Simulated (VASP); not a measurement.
# Nb (Fm-3m) in VASP: a series of runs

The runs below take Nb through single point, with LDA.

All numbers are computed with VASP 6.6.1; they aren't measurements. Logs are shortened: lines on timing, memory, paths and dates and some standing lists are left out, and cuts for length are marked.

### 1 The cell of the first run

The structure is cubic, space group Fm-3m (No. 225). The conventional cell has a = 3.778 Å, b = 3.778 Å, c = 3.778 Å, α = 90.00°, β = 90.00°, γ = 90.00°. Nb (site symmetry m-3m) has 12 Nb at 2.67 Å within 3.5 Å.

This isn't the form of Nb at room conditions, which is bcc.

### 2 Single point, LDA (13.48 Å³/atom)

POSCAR reads:

```
Nb
1.0
    0.0000000000      1.8888714321      1.8888714321
    1.8888714321      0.0000000000      1.8888714321
    1.8888714321      1.8888714321      0.0000000000
Nb
1
Direct
    0.0000000000      0.0000000000      0.0000000000
```

INCAR.step1 reads:

```
PREC = Accurate
ENCUT = 520
EDIFF = 1E-7
ISMEAR = -1
SIGMA = 0.05
LREAL = False
LASPH = True
NELM = 60
ALGO = Normal
ISIF = 2
LWAVE = False
LCHARG = True
LMAXMIX = 4
NBANDS = 12
```

KPOINTS.step1 reads:

```
Automatic mesh
0
Gamma
  18 18 18
```

INCAR.step2 reads:

```
PREC = Accurate
ENCUT = 520
EDIFF = 1E-7
ISMEAR = -5
SIGMA = 0.05
LREAL = False
LASPH = True
NELM = 60
ALGO = Normal
ISIF = 2
LWAVE = False
LCHARG = False
LMAXMIX = 4
LORBIT = 10
NEDOS = 1001
ICHARG = 11
```

KPOINTS.step2 reads:

```
Automatic mesh
0
Gamma
  27 27 27
```

Potentials or basis: VASP PAW LDA potentials, release 64 (Nb_sv).

Command:

```console
cat potpaw_LDA.64/Nb_sv/POTCAR > POTCAR
cp INCAR.step1 INCAR
cp KPOINTS.step1 KPOINTS
mpirun -np 1 vasp_std > vasp.out
cp INCAR.step2 INCAR
cp KPOINTS.step2 KPOINTS
mpirun -np 1 vasp_std > vasp.out
```

OUTCAR:

```text
PREC = Accurate
   ENCUT = 520
   EDIFF = 1E-7
   ISMEAR = -5
   LREAL = False
   LASPH = True
   NELM = 60
   ISIF = 2
   LORBIT = 10
   ICHARG = 11

 ion  position               nearest neighbor table
   1  0.000  0.000  0.000-

  LATTYP: Found a face centered cubic cell.
 ALAT       =     3.7777428642

  Lattice vectors:

 A1 = (   0.0000000000,   1.8888714321,   1.8888714321)
 A2 = (   1.8888714321,   0.0000000000,   1.8888714321)
 A3 = (   1.8888714321,   1.8888714321,   0.0000000000)

Analysis of symmetry for initial positions (statically):
=====================================================================
 Subroutine PRICEL returns:
 Original cell was already a primitive cell.

 Routine SETGRP: Setting up the symmetry group for a
 face centered cubic supercell.

 Subroutine GETGRP returns: Found 48 space group operations
 (whereof 48 operations were pure point group operations)
 out of a pool of 48 trial point group operations.

The static configuration has the point symmetry O_h .

Analysis of symmetry for dynamics (positions and initial velocities):
=====================================================================
 Subroutine PRICEL returns:
 Original cell was already a primitive cell.

 Routine SETGRP: Setting up the symmetry group for a
 face centered cubic supercell.

 Subroutine GETGRP returns: Found 48 space group operations
 (whereof 48 operations were pure point group operations)
 out of a pool of 48 trial point group operations.

The dynamic configuration has the point symmetry O_h .

 Subroutine INISYM returns: Found 48 space group operations
 (whereof 48 operations are pure point group operations),
 and found     1 'primitive' translations

----------------------------------------------------------------------------------------

                                     Primitive cell

  volume of cell :      13.4784

  direct lattice vectors                    reciprocal lattice vectors
     0.000000000  1.888871432  1.888871432    -0.264708329  0.264708329  0.264708329
     1.888871432  0.000000000  1.888871432     0.264708329 -0.264708329  0.264708329
     1.888871432  1.888871432  0.000000000     0.264708329  0.264708329 -0.264708329

  length of vectors
     2.671267597  2.671267597  2.671267597     0.458488275  0.458488275  0.458488275

  position of ions in fractional coordinates (direct lattice)
     0.000000000  0.000000000  0.000000000

  ion indices of the primitive-cell ions
   primitive index   ion index
                 1           1

----------------------------------------------------------------------------------------

 KPOINTS: Automatic mesh

Automatic generation of k-mesh.
 Grid dimensions read from file:
 generate k-points for:   27   27   27

 Generating k-lattice:

  Cartesian coordinates                     Fractional coordinates (reciprocal lattice)
    -0.009804012  0.009804012  0.009804012     0.037037037  0.000000000  0.000000000
     0.009804012 -0.009804012  0.009804012     0.000000000  0.037037037  0.000000000
     0.009804012  0.009804012 -0.009804012     0.000000000  0.000000000  0.037037037

  Length of vectors
     0.016981047  0.016981047  0.016981047

  Shift w.r.t. Gamma in fractional coordinates (k-lattice)
     0.000000000  0.000000000  0.000000000

 TETIRR: Found   2653 inequivalent tetrahedra from   118098

 Subroutine IBZKPT returns following result:
 ===========================================

 Found    560 irreducible k-points:

 Following reciprocal coordinates:
            Coordinates               Weight
  0.000000  0.000000  0.000000      1.000000
  0.037037  0.000000  0.000000      8.000000
  0.074074  0.000000  0.000000      8.000000
  0.111111  0.000000  0.000000      8.000000
  0.148148  0.000000  0.000000      8.000000
  0.185185  0.000000  0.000000      8.000000
[... 16 lines left out ...]
  0.333333  0.037037  0.000000     24.000000
  0.370370  0.037037  0.000000     24.000000
 [... further k-points ...]
   k-points           NKPTS =    560   k-points in BZ     NKDIM =    560   number of bands    NBANDS=     10
   number of dos      NEDOS =   1001   number of ions     NIONS =      1
   total plane-waves  NPLWV =   8000
   dimension x,y,z NGX =    20 NGY =   20 NGZ =   20
   dimension x,y,z NGXF=    40 NGYF=   40 NGZF=   40
   ions per type =               1
   NGX,Y,Z   is equivalent  to a cutoff of  12.45, 12.45, 12.45 a.u.
   NGXF,Y,Z  is equivalent  to a cutoff of  24.89, 24.89, 24.89 a.u.
 SYSTEM =  unknown system
   PREC   = accura    normal or accurate (medium, high low for compatibility)
   ISTART =      0    job   : 0-new  1-cont  2-samecut
   ICHARG =     11    charge: 1-file 2-atom 10-const
   ISPIN  =      1    spin polarized calculation?
   LNONCOLLINEAR =      F non collinear calculations
   LSORBIT =      F    spin-orbit coupling
   LASPH  =      T    aspherical Exc in radial PAW
   ENCUT  =  520.0 eV  38.22 Ry    6.18 a.u.   4.97  4.97  4.97*2*pi/ulx,y,z
   NELM   =     60;   NELMIN=  2; NELMDL=  0     # of ELM steps
   EDIFF  = 0.1E-06   stopping-criterion for ELM
   LREAL  =      F    real-space projection
   EDIFFG = 0.1E-05   stopping-criterion for IOM
   NSW    =      0    number of steps for IOM
   IBRION =     -1    ionic relax: 0-MD 1-quasi-New 2-CG
   NFREE  =      0    steps in history (QN), initial steepest desc. (CG)
   ISIF   =      2    stress and relaxation
   ISYM   =      2    0-nonsym 1-usesym 2-fastsym
   POTIM  = 0.5000    time-step for ionic-motion
   TEBEG  =    0.0;   TEEND  =   0.0 temperature during run
   PSTRESS=    0.0 pullay stress
   NELECT =      13.0000    total number of electrons
   NUPDOWN=      -1.0000    fix difference up-down
   EMIN   =  10.00;   EMAX   =-10.00  energy-range for DOS
   EFERMI =   0.00;   METHOD = LEGACY
   ISMEAR =    -5;   SIGMA  =   0.05  broadening in eV -4-tet -1-fermi 0-gaus
   EFERMI_NEDOS =   21; number of points for ismear=-14 and -15
   IALGO  =     38    algorithm
   IMIX   =      4    mixing-type and parameters
     AMIX     =   0.40;   BMIX     =  1.00
     AMIX_MAG =   1.60;   BMIX_MAG =  1.00
  volume/ion in A,a.u.               =      13.48        90.96
  Fermi-wavevector in a.u.,A,eV,Ry     =   1.617497  3.056627 35.596887  2.616297
  Thomas-Fermi vector in A             =   2.711912
   LORBIT       =     10    0 simple, 1 ext, 2 COOP (PROOUT), +10 PAW based schemes
   GGA     = CA    functional components
   LHFCALC =     F    Hartree Fock is set to
   AEXX    =    0.0000 exact exchange contribution
   IVDW    =     0    specifies the selected vdW correction
   LEPSILON=     F    determine dielectric tensor
   LRPA    =     F    only Hartree local field effects (RPA)
 non-spin polarized calculation
 Fermi weights with tetrahedron method with Bloechl corrections
  energy-cutoff  :      520.00
  volume of cell :       13.48
 maximum number of plane-waves:       375

 number of electron      12.9999999 magnetization

 Free energy of the ion-electron system (eV)
  ---------------------------------------------------
  ext. energy  EPLUGINS =         0.00000000
  ---------------------------------------------------
  free energy    TOTEN  =       -10.02346018 eV

  energy without entropy =      -10.02346018  energy(sigma->0) =      -10.02346018

 E-fermi :  16.1109     XC(G=0): -14.2760

 val. band max:       16.1624206691   @ k =  -0.2963   0.1111   0.0370
 cond. band min:      16.1012287550   @ k =   0.2963   0.1852   0.0370
 fundamental gap:     -0.0611919141
 Fermi energy:        16.1109345951

 k-point     1 :       0.0000    0.0000    0.0000
  band No.  band energies     occupation
      1     -38.4568      2.00000
      2     -12.8778      2.00000
      3     -12.8778      2.00000
      4     -12.8778      2.00000
      5       9.5023      2.00000
      6      15.7526      2.00000
      7      15.7526      2.00000
      8      15.7526      2.00000
      9      19.7953      0.00000
     10      19.7953      0.00000

 k-point     2 :       0.0370    0.0000    0.0000
  band No.  band energies     occupation
      1     -38.4478      2.00000
      2     -12.9273      2.00000
      3     -12.8834      2.00000
      4     -12.8834      2.00000
      5       9.5809      2.00000
      6      15.6880      2.00000
      7      15.7893      2.00000
      8      15.7893      2.00000
      9      19.7519      0.00000
     10      19.7519      0.00000

 k-point     3 :       0.0741    0.0000    0.0000
  band No.  band energies     occupation
      1     -38.4212      2.00000
      2     -13.0718      2.00000
      3     -12.8998      2.00000
      4     -12.8998      2.00000
      5       9.8084      2.00000
      6      15.5131      2.00000
      7      15.8934      2.00000
      8      15.8934      2.00000
      9      19.6353      0.00000
     10      19.6353      0.00000

 k-point     4 :       0.1111    0.0000    0.0000
  band No.  band energies     occupation
      1     -38.3783      2.00000
      2     -13.3001      2.00000
      3     -12.9260      2.00000
      4     -12.9260      2.00000
      5      10.1580      2.00000
      6      15.2793      2.00000
      7      16.0451      1.87298
      8      16.0451      1.57132
      9      19.4853      0.00000
     10      19.4853      0.00000
[... 222 lines left out ...]
 k-point    22 :       0.2963    0.0370    0.0000
  band No.  band energies     occupation
      1     -38.0309      2.00000
      2     -14.9174      2.00000
      3     -13.1663      2.00000
      4     -13.1156      2.00000
      5      11.4671      2.00000
      6      15.7665      2.00000
      7      16.0586      1.65732
      8      16.2361      0.00000
      9      19.9109      0.00000
     10      20.6244      0.00000

 k-point    23 :       0.3333    0.0370    0.0000
  band No.  band energies     occupation
      1     -37.9514      2.00000
      2     -15.2525      2.00000
      3     -13.2062      2.00000
      4     -13.1627      2.00000
      5      11.3627      2.00000
      6      15.8464      2.00000
      7      16.0573      1.98822
      8      16.5133      0.00000
      9      20.5454      0.00000
     10      21.1853      0.00000

 k-point    24 :       0.3704    0.0370    0.0000
  band No.  band energies     occupation
      1     -37.8791      2.00000
      2     -15.5462      2.00000
      3     -13.2396      2.00000
      4     -13.2066      2.00000
      5      11.2197      2.00000
      6      15.6493      2.00000
      7      15.8720      2.04170
      8      17.3194      0.00000
      9      21.2356      0.00000
     10      21.7766      0.00000

 [... further k-points ...]

------------------------ aborting loop because EDIFF is reached ----------------------------------------

  FORCE on cell =-STRESS in cart. coord.  units (eV):
  Direction    XX          YY          ZZ          XY          YZ          ZX
  --------------------------------------------------------------------------------------
  -------------------------------------------------------------------------------------
  Total        6.6822545      6.6822545      6.6822545      0.0000000     -0.0000000      0.0000000
  in kB      794.3216631    794.3216631    794.3216631      0.0000000     -0.0000000      0.0000000
  external PRESSURE =     794.3216631 kB  Pullay stress =       0.0000000 kB

 VOLUME and BASIS-vectors are now :
 -----------------------------------------------------------------------------
  energy-cutoff  :      520.00
  volume of cell :       13.48
      direct lattice vectors                 reciprocal lattice vectors
     0.000000000  1.888871432  1.888871432    -0.264708329  0.264708329  0.264708329
     1.888871432  0.000000000  1.888871432     0.264708329 -0.264708329  0.264708329
     1.888871432  1.888871432  0.000000000     0.264708329  0.264708329 -0.264708329

 POSITION                                       TOTAL-FORCE (eV/Angst)
 -----------------------------------------------------------------------------------
      0.00000      0.00000      0.00000         0.000000      0.000000      0.000000
 -----------------------------------------------------------------------------------
    total drift:                               -0.000000     -0.000000     -0.000000

  FREE ENERGIE OF THE ION-ELECTRON SYSTEM (eV)
  ---------------------------------------------------
  free  energy   TOTEN  =       -10.0234601835 eV

  energy  without entropy=      -10.0234601835  energy(sigma->0) =      -10.02346018

 total charge

# of ion       s       p       d       tot
------------------------------------------
    1        2.291   6.029   2.996  11.317
```

Run time: 45 s. Hardware: 1 thread of AMD EPYC 9R45 (Zen 5), shared host; peak memory 0.16 GiB.

What came out:

- Valence electrons inside the program's atomic spheres: Nb 11.32

Levels at points of the mesh, in eV from the Fermi level:
```tsv
k point	band 4	band 5	band 6	band 7	band 8	band 9
(0.00, 0.00, 0.00)	-28.99	-6.61	-0.36	-0.36	-0.36	3.68
```

Caveat: tetrahedron occupations give inexact forces and stress in metals.

### 3 Single point, LDA (17.73 Å³/atom)

This run uses another cell than the first one, of 17.73 Å³/atom.

POSCAR reads:

```
Nb
1.0
    0.0000000000      2.0698134313      2.0698134313
    2.0698134313      0.0000000000      2.0698134313
    2.0698134313      2.0698134313      0.0000000000
Nb
1
Direct
    0.0000000000      0.0000000000      0.0000000000
```

INCAR.step1 reads:

```
SYSTEM = Nb
PREC     = Accurate       ! precision mode
ENCUT    = 520            ! plane-wave cutoff, eV
EDIFF    = 1E-6           ! SCF threshold, eV
ISMEAR   = -1             ! smearing method
SIGMA    = 0.05           ! smearing width, eV
LREAL    = .FALSE.        ! projectors in reciprocal space
LASPH    = .TRUE.         ! aspherical terms in the spheres
NELM     = 100            ! most SCF steps
ALGO     = Normal         ! electronic algorithm
ISIF     = 2              ! what is computed and relaxed
LWAVE    = .FALSE.        ! write WAVECAR
LCHARG   = .TRUE.         ! write CHGCAR
LMAXMIX  = 4              ! l up to which the mixer works
GGA      = CA             ! functional
NBANDS   = 12             ! bands
```

KPOINTS.step1 reads:

```
regular mesh
0
G
  18 18 18
  0 0 0
```

INCAR.step2 reads:

```
SYSTEM = Nb
PREC     = Accurate       ! precision mode
ENCUT    = 520            ! plane-wave cutoff, eV
EDIFF    = 1E-6           ! SCF threshold, eV
ISMEAR   = -5             ! smearing method
SIGMA    = 0.05           ! smearing width, eV
LREAL    = .FALSE.        ! projectors in reciprocal space
LASPH    = .TRUE.         ! aspherical terms in the spheres
NELM     = 100            ! most SCF steps
ALGO     = Normal         ! electronic algorithm
ISIF     = 2              ! what is computed and relaxed
LWAVE    = .FALSE.        ! write WAVECAR
LCHARG   = .FALSE.        ! write CHGCAR
LMAXMIX  = 4              ! l up to which the mixer works
GGA      = CA             ! functional
LORBIT   = 10             ! projections on sites
NEDOS    = 1001           ! points of the DOS
ICHARG   = 11             ! starting density
```

KPOINTS.step2 reads:

```
regular mesh
0
G
  27 27 27
  0 0 0
```

Potentials or basis: VASP PAW LDA potentials, release 64 (Nb_sv).

Command:

```console
cat potpaw_LDA.64/Nb_sv/POTCAR > POTCAR
cp INCAR.step1 INCAR
cp KPOINTS.step1 KPOINTS
mpirun -np 1 vasp_std > vasp.out
cp INCAR.step2 INCAR
cp KPOINTS.step2 KPOINTS
mpirun -np 1 vasp_std > vasp.out
```

It took 64 s on 1 thread of AMD EPYC 9R45 (Zen 5), shared host; peak memory 0.19 GiB.

Results (log left out):

* Valence electrons inside the program's atomic spheres: Nb 10.75

Levels at points of the mesh, in eV from the Fermi level:
| k point | band 3 | band 4 | band 5 | band 6 | band 7 | band 8 | band 9 | band 10 |
| --- | --- | --- | --- | --- | --- | --- | --- | --- |
| (0.00, 0.00, 0.00) | -29.85 | -29.85 | -6.33 | 0.04 | 0.04 | 0.04 | 2.83 | 2.83 |

Caveat: tetrahedron occupations give inexact forces and stress in metals.
